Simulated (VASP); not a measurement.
# AlNi (C2/m) in VASP: notebook, part 2 of 2

VASP 6.6.1.

**3. Single point, PBE, collinear spin, ferromagnetic start**

This run uses another cell than the first one, of 11.95 Å³/atom.

Input file INCAR:

```
PREC = Accurate
ENCUT = 520
EDIFF = 1E-7
ISMEAR = -1
SIGMA = 0.05
LREAL = F
LASPH = T
NELM = 150
ALGO = Normal
ISIF = 2
LWAVE = F
LCHARG = T
ISPIN = 2
MAGMOM = 1 0
LORBIT = 11
LMAXMIX = 4
GGA = PE
LELF = T
LVHAR = T
NBANDS = 18
```

Input file KPOINTS:

```
Automatic mesh
0
Gamma
  11 11 7
```

Input file POSCAR:

```
AlNi
1.0
    2.2695869046     -1.3758306623      0.0000000000
    2.2695869046      1.3758306623      0.0000000000
   -1.3381183338      0.0000000000      3.8283878136
Ni Al
1 1
Direct
    0.5000000000      0.5000000000      0.5000000000
    0.0000000000      0.0000000000      0.0000000000
```

Potentials or basis: VASP PAW PBE potentials, release 64 (Ni, Al).

Launch:

```sh
$ cat potpaw_PBE.64/Ni/POTCAR potpaw_PBE.64/Al/POTCAR > POTCAR
$ mpirun -np 1 vasp_std > vasp.out
```

OUTCAR:

```text
PREC = Accurate
   ENCUT = 520
   EDIFF = 1E-7
   ISMEAR = -1
   LREAL = F
   LASPH = T
   NELM = 150
   ISIF = 2
   ISPIN = 2
   LORBIT = 11
   GGA = PE

 ion  position               nearest neighbor table
   1  0.500  0.500  0.500-   2 2.45   2 2.45   2 2.45   2 2.45   2 2.50   2 2.50
   2  0.000  0.000  0.000-   1 2.45   1 2.45   1 2.45   1 2.45   1 2.50   1 2.50

  LATTYP: Found a base centered monoclinic cell.
 ALAT       =     4.5391738092
 B/A-ratio  =     0.6062031198
 C/A-ratio  =     0.8934454424
 COS(beta)  =    -0.3299511685

  Lattice vectors:

 A1 = (   2.2695869046,  -1.3758306623,   0.0000000000)
 A2 = (   2.2695869046,   1.3758306623,   0.0000000000)
 A3 = (  -1.3381183338,   0.0000000000,   3.8283878136)

Analysis of symmetry for initial positions (statically):
=====================================================================
 Subroutine PRICEL returns:
 Original cell was already a primitive cell.

 Routine SETGRP: Setting up the symmetry group for a
 base centered monoclinic supercell.

 Subroutine GETGRP returns: Found  4 space group operations
 (whereof  4 operations were pure point group operations)
 out of a pool of  4 trial point group operations.

The static configuration has the point symmetry C_2h.

Analysis of symmetry for dynamics (positions and initial velocities):
=====================================================================
 Subroutine PRICEL returns:
 Original cell was already a primitive cell.

 Routine SETGRP: Setting up the symmetry group for a
 base centered monoclinic supercell.

 Subroutine GETGRP returns: Found  4 space group operations
 (whereof  4 operations were pure point group operations)
 out of a pool of  4 trial point group operations.

The dynamic configuration has the point symmetry C_2h.

Analysis of structural, dynamic, and magnetic symmetry:
=====================================================================
 Subroutine PRICEL returns:
 Original cell was already a primitive cell.

 Routine SETGRP: Setting up the symmetry group for a
 base centered monoclinic supercell.

 Subroutine GETGRP returns: Found  4 space group operations
 (whereof  4 operations were pure point group operations)
 out of a pool of  4 trial point group operations.

The overall configuration has the point symmetry C_2h.

 Subroutine INISYM returns: Found  4 space group operations
 (whereof  4 operations are pure point group operations),
 and found     1 'primitive' translations

----------------------------------------------------------------------------------------

                                     Primitive cell

  volume of cell :      23.9088

  direct lattice vectors                    reciprocal lattice vectors
     2.269586905 -1.375830662  0.000000000     0.220304408 -0.363416817  0.077001961
     2.269586905  1.375830662  0.000000000     0.220304408  0.363416817  0.077001961
    -1.338118334  0.000000000  3.828387814     0.000000000  0.000000000  0.261206557

  length of vectors
     2.654041207  2.654041207  4.055504152     0.431897114  0.431897114  0.261206557

  position of ions in fractional coordinates (direct lattice)
     0.500000000  0.500000000  0.500000000
     0.000000000  0.000000000  0.000000000

  ion indices of the primitive-cell ions
[... 67 lines left out ...]
   ISTART =      0    job   : 0-new  1-cont  2-samecut
   ICHARG =      2    charge: 1-file 2-atom 10-const
   ISPIN  =      2    spin polarized calculation?
   LNONCOLLINEAR =      F non collinear calculations
   LSORBIT =      F    spin-orbit coupling
   LASPH  =      T    aspherical Exc in radial PAW
   ENCUT  =  520.0 eV  38.22 Ry    6.18 a.u.   4.93  4.93  7.54*2*pi/ulx,y,z
   NELM   =    150;   NELMIN=  2; NELMDL= -5     # of ELM steps
   EDIFF  = 0.1E-06   stopping-criterion for ELM
   LREAL  =      F    real-space projection
   EDIFFG = 0.1E-05   stopping-criterion for IOM
   NSW    =      0    number of steps for IOM
   IBRION =     -1    ionic relax: 0-MD 1-quasi-New 2-CG
   NFREE  =      0    steps in history (QN), initial steepest desc. (CG)
   ISIF   =      2    stress and relaxation
   ISYM   =      2    0-nonsym 1-usesym 2-fastsym
   POTIM  = 0.5000    time-step for ionic-motion
   TEBEG  =    0.0;   TEEND  =   0.0 temperature during run
   PSTRESS=    0.0 pullay stress
   NELECT =      13.0000    total number of electrons
   NUPDOWN=      -1.0000    fix difference up-down
   EMIN   =  10.00;   EMAX   =-10.00  energy-range for DOS
   EFERMI =   0.00;   METHOD = LEGACY
   ISMEAR =    -1;   SIGMA  =   0.05  broadening in eV -4-tet -1-fermi 0-gaus
   EFERMI_NEDOS =   21; number of points for ismear=-14 and -15
   IALGO  =     38    algorithm
   IMIX   =      4    mixing-type and parameters
     AMIX     =   0.40;   BMIX     =  1.00
     AMIX_MAG =   1.60;   BMIX_MAG =  1.00
  volume/ion in A,a.u.               =      11.95        80.67
  Fermi-wavevector in a.u.,A,eV,Ry     =   1.336196  2.525044 24.292096  1.785419
  Thomas-Fermi vector in A             =   2.464841
   LORBIT       =     11    0 simple, 1 ext, 2 COOP (PROOUT), +10 PAW based schemes
   GGA     = PE    functional components
   LHFCALC =     F    Hartree Fock is set to
   AEXX    =    0.0000 exact exchange contribution
   IVDW    =     0    specifies the selected vdW correction
   LEPSILON=     F    determine dielectric tensor
   LRPA    =     F    only Hartree local field effects (RPA)
 spin polarized calculation
  energy-cutoff  :      520.00
  volume of cell :       23.91
 maximum number of plane-waves:       659
   NGX =  9   NGY =  9   NGZ = 15

 number of electron      12.9999999 magnetization      -0.0024954

 number of electron      12.9999999 magnetization       0.0000492

 Free energy of the ion-electron system (eV)
  ---------------------------------------------------
  ext. energy  EPLUGINS =         0.00000000
  ---------------------------------------------------
  free energy    TOTEN  =       -10.00929551 eV

  energy without entropy =      -10.00205159  energy(sigma->0) =      -10.00567355

 E-fermi :   9.8632     XC(G=0): -12.0455

 val. band max:        9.8539274627   @ k =   0.4545   0.1818   0.4286
 cond. band min:       9.8797319536   @ k =   0.3636   0.2727   0.0000
 fundamental gap:      0.0258044909
 Fermi energy:         9.8632381463

 spin component 1

 k-point     1 :       0.0000    0.0000    0.0000
  band No.  band energies     occupation
      1      -1.2815      1.00000
      2       6.0763      1.00000
      3       7.9170      1.00000
      4       8.1047      1.00000
      5       8.2316      1.00000
      6       8.4174      1.00000
[... 493 lines left out ...]
     17      34.5320      0.00000
     18      35.3544      0.00000

 [... further k-points ...]

 spin component 2

 k-point     1 :       0.0000    0.0000    0.0000
  band No.  band energies     occupation
      1      -1.2815      1.00000
      2       6.0763      1.00000
      3       7.9170      1.00000
      4       8.1047      1.00000
      5       8.2316      1.00000
      6       8.4174      1.00000
[... 493 lines left out ...]
     17      34.5320      0.00000
     18      35.3544      0.00000

 [... further k-points ...]

------------------------ aborting loop because EDIFF is reached ----------------------------------------

  FORCE on cell =-STRESS in cart. coord.  units (eV):
  Direction    XX          YY          ZZ          XY          YZ          ZX
  --------------------------------------------------------------------------------------
  -------------------------------------------------------------------------------------
  Total        1.3731734      1.0572231      1.4706371      0.0000000      0.0000000     -0.1017934
  in kB       92.0191550     70.8466783     98.5503978      0.0000000      0.0000000     -6.8213835
  external PRESSURE =      87.1387437 kB  Pullay stress =       0.0000000 kB

 VOLUME and BASIS-vectors are now :
 -----------------------------------------------------------------------------
  energy-cutoff  :      520.00
  volume of cell :       23.91
      direct lattice vectors                 reciprocal lattice vectors
     2.269586905 -1.375830662  0.000000000     0.220304408 -0.363416817  0.077001961
     2.269586905  1.375830662  0.000000000     0.220304408  0.363416817  0.077001961
    -1.338118334  0.000000000  3.828387814     0.000000000  0.000000000  0.261206557

 POSITION                                       TOTAL-FORCE (eV/Angst)
 -----------------------------------------------------------------------------------
      1.60053      0.00000      1.91419         0.000000      0.000000      0.000000
      0.00000      0.00000      0.00000        -0.000000     -0.000000      0.000000
 -----------------------------------------------------------------------------------
    total drift:                                0.000000      0.000000      0.000000

  FREE ENERGIE OF THE ION-ELECTRON SYSTEM (eV)
  ---------------------------------------------------
  free  energy   TOTEN  =       -10.0092955089 eV

  energy  without entropy=      -10.0020515944  energy(sigma->0) =      -10.00567355

 total charge

# of ion       s       p       d       tot
------------------------------------------
    1        0.471   0.515   8.437   9.422
    2        0.418   0.430   0.000   0.847
--------------------------------------------------
tot          0.888   0.944   8.437  10.270

 magnetization (x)

# of ion       s       p       d       tot
------------------------------------------
    1       -0.000  -0.000   0.000   0.000
    2        0.000   0.000   0.000   0.000
--------------------------------------------------
tot         -0.000   0.000   0.000   0.000
```

OSZICAR:

```text
N       E                     dE             d eps       ncg     rms          rms(c)
DAV:   1     0.445749404831E+02    0.44575E+02   -0.52632E+03 17348   0.789E+02
DAV:   2    -0.914042026499E+01   -0.53715E+02   -0.47162E+02 18136   0.161E+02
DAV:   3    -0.117091868238E+02   -0.25688E+01   -0.25079E+01 20240   0.360E+01
DAV:   4    -0.117431466461E+02   -0.33960E-01   -0.33933E-01 20088   0.367E+00
DAV:   5    -0.117439281206E+02   -0.78147E-03   -0.78141E-03 20288   0.610E-01    0.141E+01
DAV:   6    -0.159370698396E+02   -0.41931E+01   -0.73590E+01 20296   0.914E+01    0.218E+01
DAV:   7    -0.101640747932E+02    0.57730E+01   -0.15818E+01 19982   0.507E+01    0.320E+00
DAV:   8    -0.100250620958E+02    0.13901E+00   -0.98040E-01 22546   0.938E+00    0.118E+00
DAV:   9    -0.100090996603E+02    0.15962E-01   -0.64465E-02 21800   0.250E+00    0.575E-01
DAV:  10    -0.100094793351E+02   -0.37967E-03   -0.22747E-03 22234   0.442E-01    0.232E-01
DAV:  11    -0.100093265411E+02    0.15279E-03   -0.90095E-04 22930   0.251E-01    0.111E-01
DAV:  12    -0.100093126610E+02    0.13880E-04   -0.24196E-04 21602   0.149E-01    0.634E-02
DAV:  13    -0.100092966890E+02    0.15972E-04   -0.60324E-05 21212   0.896E-02    0.226E-02
DAV:  14    -0.100092959962E+02    0.69283E-06   -0.51755E-06 24152   0.237E-02    0.974E-03
DAV:  15    -0.100092955489E+02    0.44728E-06   -0.15940E-06 20094   0.906E-03    0.176E-03
DAV:  16    -0.100092955089E+02    0.40060E-07   -0.73732E-08 10008   0.183E-03
   1 F= -.10009296E+02 E0= -.10005674E+02  d E =-.724391E-02  mag=    -0.0000
```

stdout:

```text
POSCAR found type information on POSCAR NiAl
 POSCAR found :  2 types and       2 ions
 scaLAPACK will be used
 LDA part: xc-table for (Slater+PW92), standard interpolation
 POSCAR, INCAR and KPOINTS ok, starting setup
 FFT: planning ... GRIDC
 FFT: planning ... GRID_SOFT
 FFT: planning ... GRID
 WAVECAR not read
 entering main loop
```

Run time: 4 min. Hardware: 1 thread of Intel Xeon 8259CL, shared host; peak memory 0.27 GiB.

What came out:

| Quantity | Value |
| --- | --- |
| Free energy | -10.0093 eV |
| Pressure | 8.7 GPa |
| Net moment | 0.00 μB per cell |
| Valence electrons inside the program's atomic spheres | Ni 9.42; Al 0.85 |

Stress tensor (GPa, compression positive):
```
 9.20  0.00 -0.68
 0.00  7.08  0.00
-0.68  0.00  9.86
```

Caveat: the cell stands under pressure.
